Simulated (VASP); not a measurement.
# Si (a cell with a defect) in VASP: a series of runs

The runs below take Si (a cell with a defect) through single point, with LDA.

Everything below comes from runs of VASP 6.6.1. Logs are shortened: lines on timing, memory, paths and dates and some standing lists are left out, and cuts for length are marked.

## (1) The cell of the first run

The cell holds a defect, 17 atoms: a = 7.679 Å, b = 7.679 Å, c = 7.679 Å, α = 60.00°, β = 60.00°, γ = 60.00°.

## (2) Single point, LDA

Contents of INCAR:

```
SYSTEM = Si
PREC = Accurate ; ENCUT = 400
EDIFF = 1E-6 ; ISMEAR = -1
SIGMA = 0.02 ; LREAL = .False.
LASPH = .True. ; NELM = 120
ALGO = Normal ; ISIF = 2
LWAVE = .False. ; LCHARG = .False.
NBANDS = 48 ; GGA_COMPAT = .False.
```

Contents of KPOINTS:

```
Automatic mesh
0
Gamma
  2 2 2
  0 0 0
```

Contents of POSCAR:

```
Si
1.0
    0.0000000000      5.4300000000      5.4300000000
    5.4300000000      0.0000000000      5.4300000000
    5.4300000000      5.4300000000      0.0000000000
Si
17
Direct
    0.0012081031      0.0041648250     -0.0066935543
    0.1163132597      0.1292375691      0.1248108656
   -0.0183449355      0.0072373849      0.5034633517
    0.1217822284      0.1349116943      0.6213993554
    0.0012252302      0.5009169429     -0.0066661142
    0.1306589319      0.6303976059      0.1081852670
    0.0061908840      0.5058905157      0.4816153775
    0.1218009208      0.6214602210      0.6214219153
    0.4892146409     -0.0111181400      0.0325686004
    0.6295255985      0.1292325967      0.1248082873
    0.5075192449      0.0072234807      0.5034590239
    0.6132489871      0.1128443831      0.6605138122
    0.5044249540      0.5009131676     -0.0066717311
    0.6295473297      0.6159769797      0.1248208103
    0.5075818600      0.4812498158      0.5034761510
    0.6352057090      0.6214563536      0.6214171271
    0.3581699816      0.8577587477      0.4257558011
```

Potentials or basis: VASP PAW LDA potentials, release 64 (Si).

The run is started by

```console
> cat potpaw_LDA.64/Si/POTCAR > POTCAR
> mpirun -np 1 vasp_std > vasp.out
```

OUTCAR:

```text
SYSTEM = Si
   PREC = Accurate
   ENCUT = 400
   EDIFF = 1E-6
   ISMEAR = -1
   LREAL = .False.
   LASPH = .True.
   NELM = 120
   ISIF = 2

 ion  position               nearest neighbor table
   1  0.001  0.004  0.993-  10 2.33   2 2.33   4 2.33   6 2.34
   2  0.116  0.129  0.125-   5 2.33   1 2.33   9 2.35   3 2.37  17 2.96
   3  0.982  0.007  0.503-  12 2.32   2 2.37  17 2.38   4 2.42   8 2.42
   4  0.122  0.135  0.621-   7 2.33   1 2.33  11 2.42   3 2.42  17 2.59
   5  0.001  0.501  0.993-  14 2.33   2 2.33   8 2.33   6 2.34
   6  0.131  0.630  0.108-   7 2.34   5 2.34  13 2.34   1 2.34
   7  0.006  0.506  0.482-   4 2.33  16 2.33   8 2.33   6 2.34
   8  0.122  0.621  0.621-   7 2.33   5 2.33   3 2.42  15 2.42  17 2.59
   9  0.489  0.989  0.033-  12 2.33   2 2.35  10 2.35  14 2.35  17 2.47
  10  0.630  0.129  0.125-  13 2.33   1 2.33   9 2.35  11 2.37  17 2.96
  11  0.508  0.007  0.503-  12 2.32  10 2.37  17 2.38   4 2.42  16 2.42
  12  0.613  0.113  0.661-  15 2.32  11 2.32   3 2.32   9 2.33
  13  0.504  0.501  0.993-  14 2.33  10 2.33  16 2.33   6 2.34
  14  0.630  0.616  0.125-   5 2.33  13 2.33   9 2.35  15 2.37  17 2.96
  15  0.508  0.481  0.503-  12 2.32  14 2.37  17 2.38  16 2.42   8 2.42
  16  0.635  0.621  0.621-   7 2.33  13 2.33  11 2.42  15 2.42  17 2.59
  17  0.358  0.858  0.426-  15 2.38   3 2.38  11 2.38   9 2.47   8 2.59  16 2.59   4 2.59  14 2.96
                             2 2.96  10 2.96

  LATTYP: Found a face centered cubic cell.
 ALAT       =    10.8600000000

  Lattice vectors:

 A1 = (   0.0000000000,   5.4300000000,   5.4300000000)
 A2 = (   5.4300000000,   0.0000000000,   5.4300000000)
 A3 = (   5.4300000000,   5.4300000000,   0.0000000000)

Analysis of symmetry for initial positions (statically):
=====================================================================
 Subroutine PRICEL returns:
 Original cell was already a primitive cell.

 Routine SETGRP: Setting up the symmetry group for a
 face centered cubic supercell.

 Subroutine GETGRP returns: Found  1 space group operations
 (whereof  1 operations were pure point group operations)
 out of a pool of 48 trial point group operations.

The static configuration has the point symmetry C_1 .

Analysis of symmetry for dynamics (positions and initial velocities):
=====================================================================
 Subroutine PRICEL returns:
 Original cell was already a primitive cell.

 Routine SETGRP: Setting up the symmetry group for a
 face centered cubic supercell.

 Subroutine GETGRP returns: Found  1 space group operations
 (whereof  1 operations were pure point group operations)
 out of a pool of 48 trial point group operations.

The dynamic configuration has the point symmetry C_1 .

 Subroutine INISYM returns: Found  1 space group operations
 (whereof  1 operations are pure point group operations),
 and found     1 'primitive' translations

----------------------------------------------------------------------------------------

                                     Primitive cell

  volume of cell :     320.2060

  direct lattice vectors                    reciprocal lattice vectors
     0.000000000  5.430000000  5.430000000    -0.092081031  0.092081031  0.092081031
     5.430000000  0.000000000  5.430000000     0.092081031 -0.092081031  0.092081031
     5.430000000  5.430000000  0.000000000     0.092081031  0.092081031 -0.092081031

  length of vectors
     7.679179644  7.679179644  7.679179644     0.159489025  0.159489025  0.159489025

  position of ions in fractional coordinates (direct lattice)
     0.001208103  0.004164825  0.993306446
     0.116313260  0.129237569  0.124810866
     0.981655065  0.007237385  0.503463352
     0.121782228  0.134911694  0.621399355
     0.001225230  0.500916943  0.993333886
     0.130658932  0.630397606  0.108185267
[... 9 lines left out ...]
     0.635205709  0.621456354  0.621417127
     0.358169982  0.857758748  0.425755801

  ion indices of the primitive-cell ions
   primitive index   ion index
                 1           1
                 2           2
                 3           3
                 4           4
                 5           5
                 6           6
[... 9 lines left out ...]
                16          16
                17          17

----------------------------------------------------------------------------------------

 KPOINTS: Automatic mesh

Automatic generation of k-mesh.
 Grid dimensions read from file:
 generate k-points for:    2    2    2

 Generating k-lattice:

  Cartesian coordinates                     Fractional coordinates (reciprocal lattice)
    -0.046040516  0.046040516  0.046040516     0.500000000  0.000000000  0.000000000
     0.046040516 -0.046040516  0.046040516     0.000000000  0.500000000  0.000000000
     0.046040516  0.046040516 -0.046040516     0.000000000  0.000000000  0.500000000

  Length of vectors
     0.079744512  0.079744512  0.079744512

  Shift w.r.t. Gamma in fractional coordinates (k-lattice)
     0.000000000  0.000000000  0.000000000

 Subroutine IBZKPT returns following result:
 ===========================================

 Found      8 irreducible k-points:

 Following reciprocal coordinates:
            Coordinates               Weight
  0.000000  0.000000  0.000000      1.000000
  0.500000  0.000000  0.000000      1.000000
  0.000000  0.500000  0.000000      1.000000
  0.000000  0.000000  0.500000      1.000000
  0.500000  0.500000  0.500000      1.000000
  0.500000  0.500000  0.000000      1.000000
  0.000000  0.500000  0.500000      1.000000
  0.500000  0.000000  0.500000      1.000000
   k-points           NKPTS =      8   k-points in BZ     NKDIM =      8   number of bands    NBANDS=     48
   number of dos      NEDOS =    301   number of ions     NIONS =     17
   total plane-waves  NPLWV = 125000
   dimension x,y,z NGX =    50 NGY =   50 NGZ =   50
   dimension x,y,z NGXF=   100 NGYF=  100 NGZF=  100
   ions per type =              17
   NGX,Y,Z   is equivalent  to a cutoff of  10.82, 10.82, 10.82 a.u.
   NGXF,Y,Z  is equivalent  to a cutoff of  21.65, 21.65, 21.65 a.u.
 SYSTEM =  Si
   PREC   = accura    normal or accurate (medium, high low for compatibility)
   ISTART =      0    job   : 0-new  1-cont  2-samecut
   ICHARG =      2    charge: 1-file 2-atom 10-const
   ISPIN  =      1    spin polarized calculation?
   LNONCOLLINEAR =      F non collinear calculations
   LSORBIT =      F    spin-orbit coupling
   LASPH  =      T    aspherical Exc in radial PAW
   ENCUT  =  400.0 eV  29.40 Ry    5.42 a.u.  12.52 12.52 12.52*2*pi/ulx,y,z
   NELM   =    120;   NELMIN=  2; NELMDL= -5     # of ELM steps
   EDIFF  = 0.1E-05   stopping-criterion for ELM
   LREAL  =      F    real-space projection
   EDIFFG = 0.1E-04   stopping-criterion for IOM
   NSW    =      0    number of steps for IOM
   IBRION =     -1    ionic relax: 0-MD 1-quasi-New 2-CG
   NFREE  =      0    steps in history (QN), initial steepest desc. (CG)
   ISIF   =      2    stress and relaxation
   ISYM   =      2    0-nonsym 1-usesym 2-fastsym
   POTIM  = 0.5000    time-step for ionic-motion
   TEBEG  =    0.0;   TEEND  =   0.0 temperature during run
   PSTRESS=    0.0 pullay stress
   NELECT =      68.0000    total number of electrons
   NUPDOWN=      -1.0000    fix difference up-down
   EMIN   =  10.00;   EMAX   =-10.00  energy-range for DOS
   EFERMI =   0.00;   METHOD = LEGACY
   ISMEAR =    -1;   SIGMA  =   0.02  broadening in eV -4-tet -1-fermi 0-gaus
   EFERMI_NEDOS =   21; number of points for ismear=-14 and -15
   IALGO  =     38    algorithm
   IMIX   =      4    mixing-type and parameters
     AMIX     =   0.40;   BMIX     =  1.00
     AMIX_MAG =   1.60;   BMIX_MAG =  1.00
  volume/ion in A,a.u.               =      18.84       127.11
  Fermi-wavevector in a.u.,A,eV,Ry     =   0.976715  1.845724 12.979587  0.953973
  Thomas-Fermi vector in A             =   2.107356
   LORBIT       =      0    0 simple, 1 ext, 2 COOP (PROOUT), +10 PAW based schemes
   GGA     = CA    functional components
   LHFCALC =     F    Hartree Fock is set to
   AEXX    =    0.0000 exact exchange contribution
   IVDW    =     0    specifies the selected vdW correction
   LEPSILON=     F    determine dielectric tensor
   LRPA    =     F    only Hartree local field effects (RPA)
 non-spin polarized calculation
  energy-cutoff  :      400.00
  volume of cell :      320.21
 maximum number of plane-waves:      5817
   NGX = 25   NGY = 25   NGZ = 25

 number of electron      68.0000002 magnetization

 Free energy of the ion-electron system (eV)
  ---------------------------------------------------
  ext. energy  EPLUGINS =         0.00000000
  ---------------------------------------------------
  free energy    TOTEN  =       -97.44314907 eV

  energy without entropy =      -97.43242414  energy(sigma->0) =      -97.43778660

 E-fermi :   6.7689     XC(G=0):  -9.8536

 val. band max:        6.6551093584   @ k =   0.0000   0.0000   0.0000
 cond. band min:       6.7838838115   @ k =   0.0000   0.5000   0.5000
 fundamental gap:      0.1287744530
 Fermi energy:         6.7689435554

 k-point     1 :       0.0000    0.0000    0.0000
  band No.  band energies     occupation
      1      -6.3458      2.00000
      2      -3.8800      2.00000
      3      -3.6794      2.00000
      4      -3.6793      2.00000
      5      -3.5603      2.00000
      6      -2.7855      2.00000
[... 38 lines left out ...]
     45       8.1295      0.00000
     46       8.8364      0.00000

 k-point     2 :       0.5000    0.0000    0.0000
  band No.  band energies     occupation
      1      -5.9314      2.00000
      2      -5.0136      2.00000
      3      -3.6437      2.00000
      4      -3.4935      2.00000
      5      -3.3590      2.00000
      6      -3.0059      2.00000
[... 38 lines left out ...]
     45       9.6771      0.00000
     46       9.7841      0.00000

 k-point     3 :       0.0000    0.5000    0.0000
  band No.  band energies     occupation
      1      -5.9314      2.00000
      2      -5.0137      2.00000
      3      -3.6438      2.00000
      4      -3.4934      2.00000
      5      -3.3590      2.00000
      6      -3.0059      2.00000
[... 38 lines left out ...]
     45       9.6769      0.00000
     46       9.7839      0.00000

 k-point     4 :       0.0000    0.0000    0.5000
  band No.  band energies     occupation
      1      -5.9619      2.00000
      2      -4.9511      2.00000
      3      -3.5515      2.00000
      4      -3.4786      2.00000
      5      -3.4784      2.00000
      6      -3.0052      2.00000
[... 38 lines left out ...]
     45       9.7531      0.00000
     46       9.9091      0.00000

 k-point     5 :       0.5000    0.5000    0.5000
  band No.  band energies     occupation
      1      -5.9314      2.00000
      2      -5.0136      2.00000
      3      -3.6437      2.00000
      4      -3.4936      2.00000
      5      -3.3590      2.00000
      6      -3.0059      2.00000
[... 38 lines left out ...]
     45       9.6771      0.00000
     46       9.7841      0.00000

 k-point     6 :       0.5000    0.5000    0.0000
  band No.  band energies     occupation
      1      -5.8058      2.00000
      2      -4.7549      2.00000
      3      -4.0567      2.00000
      4      -3.9288      2.00000
      5      -3.8865      2.00000
      6      -3.6675      2.00000
[... 38 lines left out ...]
     45      10.0462      0.00000
     46      10.2046      0.00000

 k-point     7 :       0.0000    0.5000    0.5000
  band No.  band energies     occupation
      1      -5.8058      2.00000
      2      -4.7551      2.00000
      3      -4.0567      2.00000
      4      -3.9287      2.00000
      5      -3.8865      2.00000
      6      -3.6675      2.00000
[... 38 lines left out ...]
     45      10.0455      0.00000
     46      10.2048      0.00000

 k-point     8 :       0.5000    0.0000    0.5000
  band No.  band energies     occupation
      1      -5.8058      2.00000
      2      -4.7550      2.00000
      3      -4.0567      2.00000
      4      -3.9288      2.00000
      5      -3.8865      2.00000
      6      -3.6675      2.00000
[... 38 lines left out ...]
     45      10.0460      0.00000
     46      10.2046      0.00000
 [bands above 46 left out]

------------------------ aborting loop because EDIFF is reached ----------------------------------------

  FORCE on cell =-STRESS in cart. coord.  units (eV):
  Direction    XX          YY          ZZ          XY          YZ          ZX
  --------------------------------------------------------------------------------------
  -------------------------------------------------------------------------------------
  Total        3.0286480      3.0315368      3.0324265     -0.6028790      0.6027616      0.6028901
  in kB       15.1540911     15.1685458     15.1729972     -3.0165553      3.0159675      3.0166104
  external PRESSURE =      15.1652113 kB  Pullay stress =       0.0000000 kB

 VOLUME and BASIS-vectors are now :
 -----------------------------------------------------------------------------
  energy-cutoff  :      400.00
  volume of cell :      320.21
      direct lattice vectors                 reciprocal lattice vectors
     0.000000000  5.430000000  5.430000000    -0.092081031  0.092081031  0.092081031
     5.430000000  0.000000000  5.430000000     0.092081031 -0.092081031  0.092081031
     5.430000000  5.430000000  0.000000000     0.092081031  0.092081031 -0.092081031

 POSITION                                       TOTAL-FORCE (eV/Angst)
 -----------------------------------------------------------------------------------
      5.41627      5.40021      0.02917         0.007543      0.016753     -0.016798
      1.37948      1.30930      1.33334         0.004019      0.051408     -0.004007
      2.77310      8.06419      5.36969         0.006392      0.085646     -0.006671
      4.10677      4.03548      1.39385         0.042884      0.011407     -0.011383
      8.11378      5.40046      2.72663         0.016185      0.016356     -0.007307
      4.01050      1.29692      4.13254         0.023459      0.023817     -0.023922
[... 9 lines left out ...]
      6.74880      6.82346      6.82367         0.011280      0.043503     -0.011281
      6.96948      4.25672      6.60249        -0.214957     -0.215281      0.215393
 -----------------------------------------------------------------------------------
    total drift:                               -0.000046     -0.000079      0.000097

  FREE ENERGIE OF THE ION-ELECTRON SYSTEM (eV)
  ---------------------------------------------------
  free  energy   TOTEN  =       -97.4431490658 eV

  energy  without entropy=      -97.4324241387  energy(sigma->0) =      -97.43778660
```

Wall time 57 s (1 thread of Intel Xeon 6975P-C (Granite Rapids), shared host); peak memory 0.27 GiB.

What came out:

* Free energy: -97.4431 eV
* Pressure: 1.5 GPa
* Largest force: 0.373 eV/Å
* Band gap on the k mesh: zero (band 34 reaches 6.78 eV, above the bottom of band 35 at 6.65 eV)

Forces in eV/Å, atoms in the order of the input:
```
Si   0.008  0.017 -0.017
Si   0.004  0.051 -0.004
Si   0.006  0.086 -0.007
Si   0.043  0.011 -0.011
Si   0.016  0.016 -0.007
Si   0.023  0.024 -0.024
Si   0.040  0.040 -0.040
Si   0.011  0.011 -0.044
Si  -0.076 -0.076  0.076
Si   0.004  0.004 -0.052
Si   0.007  0.007 -0.085
Si  -0.037 -0.037  0.037
Si   0.016  0.007 -0.016
Si   0.051  0.004 -0.004
Si   0.087  0.006 -0.006
Si   0.011  0.044 -0.011
Si  -0.215 -0.215  0.215
```

Levels at points of the mesh, in eV from the Fermi level:
```tsv
k point	band 32	band 33	band 34	band 35	band 36	band 37
(0.00, 0.00, 0.00)	-0.73	-0.73	-0.42	-0.11	-0.11	0.07
(0.50, 0.00, 0.00)	-1.37	-1.20	-0.24	0.29	0.75	0.81
(0.00, 0.50, 0.00)	-1.37	-1.20	-0.24	0.29	0.75	0.81
(0.00, 0.00, 0.50)	-1.32	-1.32	-0.33	0.45	0.45	1.01
(0.50, 0.50, 0.50)	-1.37	-1.20	-0.24	0.29	0.75	0.81
(0.50, 0.50, 0.00)	-1.78	-0.91	0.02	0.58	1.10	1.19
(0.00, 0.50, 0.50)	-1.78	-0.91	0.01	0.58	1.10	1.19
(0.50, 0.00, 0.50)	-1.78	-0.91	0.02	0.58	1.10	1.19
```

Caveat: the k points lie up to 0.50 Å⁻¹ apart.

## (3) Single point, LDA

Contents of INCAR:

```
SYSTEM = Si
ALGO = Normal
EDIFF = 1E-6
ENCUT = 400
GGA_COMPAT = .FALSE.
ISIF = 2
ISMEAR = -1
LASPH = .TRUE.
LCHARG = .FALSE.
LREAL = .FALSE.
LWAVE = .FALSE.
NBANDS = 48
NELM = 120
PREC = Accurate
SIGMA = 0.02
```

Contents of KPOINTS:

```
k-points
0
G
  2 2 2
  0 0 0
```

Contents of POSCAR:

```
Si
1.0
    0.0000000000      5.4300000000      5.4300000000
    5.4300000000      0.0000000000      5.4300000000
    5.4300000000      5.4300000000      0.0000000000
Si
17
Direct
   -0.0007645488      0.0086965930     -0.0072905157
    0.1149302947      0.1275170350      0.1297321363
   -0.0202551565      0.0059604972      0.5080295580
    0.1181582873      0.1425592081      0.6210061694
   -0.0007321363      0.4990511050     -0.0073067219
    0.1357450276      0.6355730203      0.0928225599
    0.0111010129      0.5108713628      0.4668000921
    0.1181527624      0.6179522099      0.6209884899
    0.4861690608     -0.0140679558      0.0416012891
    0.6276973297      0.1275105893      0.1297339779
    0.5061476980      0.0059574586      0.5080305709
    0.6108550645      0.1106497238      0.6675191529
    0.5088726519      0.4990453959     -0.0073039595
    0.6277343462      0.6146989871      0.1297150092
    0.5061639042      0.4795405157      0.5080174954
    0.6427820442      0.6179538674      0.6209916206
    0.3513779006      0.8511394107      0.4459760589
```

Potentials or basis: VASP PAW LDA potentials, release 64 (Si).

The run is started by

```console
> cat potpaw_LDA.64/Si/POTCAR > POTCAR
> mpirun -np 1 vasp_std > vasp.out
```

Run time: 59 s. Hardware: 1 thread of Intel Xeon 6975P-C (Granite Rapids), shared host; peak memory 0.25 GiB.

It converged, with:

```yaml
Free_energy: -97.3609 eV
Pressure: 1.4 GPa
Largest_force: 0.545 eV/Å
Band_gap_on_the_k_mesh: zero (band 34 reaches 6.76 eV, above the bottom of band 35 at 6.65 eV)
```

Forces in eV/Å, atoms in the order of the input:
```
Si   0.018 -0.001  0.001
Si   0.022  0.024 -0.023
Si   0.027  0.003 -0.027
Si  -0.046  0.051 -0.051
Si  -0.001 -0.001 -0.018
Si   0.083  0.083 -0.083
Si   0.077  0.076 -0.076
Si   0.051  0.051  0.046
Si  -0.041 -0.042  0.042
Si   0.022  0.023 -0.024
Si   0.027  0.027 -0.003
Si  -0.001 -0.001  0.001
Si  -0.001  0.018  0.001
Si   0.024  0.023 -0.023
Si   0.002  0.027 -0.027
Si   0.051 -0.046 -0.051
Si  -0.314 -0.315  0.315
```

Stress tensor (GPa, compression positive):
```
 1.38 -0.54  0.54
-0.54  1.38  0.54
 0.54  0.54  1.38
```

Levels at points of the mesh, in eV from the Fermi level:
```
           k point  band 31  band 32  band 33  band 34  band 35  band 36  band 37  band 38
(0.00, 0.00, 0.00)    -0.90    -0.69    -0.69    -0.38    -0.10    -0.10     0.11     0.11
(0.50, 0.00, 0.00)    -1.38    -1.35    -1.13    -0.20     0.24     0.80     0.84     0.90
(0.00, 0.50, 0.00)    -1.38    -1.35    -1.13    -0.20     0.24     0.80     0.84     0.90
(0.00, 0.00, 0.50)    -1.46    -1.29    -1.29    -0.27     0.43     0.43     1.08     1.08
(0.50, 0.50, 0.00)    -1.91    -1.74    -0.85     0.01     0.55     1.18     1.26     1.27
(0.00, 0.50, 0.50)    -1.91    -1.74    -0.85     0.01     0.55     1.18     1.26     1.27
```

Caveat: the k points lie up to 0.50 Å⁻¹ apart.
